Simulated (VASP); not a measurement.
GaSb, 2 atoms in the cell. Symmetry: F-43m, No. 216, cubic system. Conventional cell: a = 6.110 Å, b = 6.110 Å, c = 6.110 Å, α = 90.00°, β = 90.00°, γ = 90.00°. Ga (site symmetry -43m) has 4 Sb at 2.65 Å within 3.5 Å. Within 3.5 Å of Sb (site symmetry -43m) lie 4 Ga at 2.65 Å. 

- Program: VASP 6.6.1
- Task: single point
- Functional: PBEsol
- Potentials or basis: VASP PAW PBE potentials, release 64 (Ga_d, Sb)
- Cutoff: 520 eV
- k mesh: 10 × 10 × 10
- Occupations: fermi-dirac, width 0.1 eV
- Spin: no spin polarisation
- Dipole correction: no
- Further INCAR settings: ALGO = Normal; EDIFF = 1e-07; NBANDS = 16

Potentials or basis: VASP PAW PBE potentials, release 64 (Ga_d, Sb).

Run with:

```console
$ cat potpaw_PBE.64/Ga_d/POTCAR potpaw_PBE.64/Sb/POTCAR > POTCAR
$ mpirun -np 1 vasp_std > vasp.out
```

Hardware: 1 thread of AMD EPYC 9R45 (Zen 5) (shared host).

Problem. Estimate the wall time of this run.

Solution. It took 19 s on 1 thread of AMD EPYC 9R45 (Zen 5), on a shared host, peak memory 0.16 GiB. Counts: scf iterations 12, k points 47.
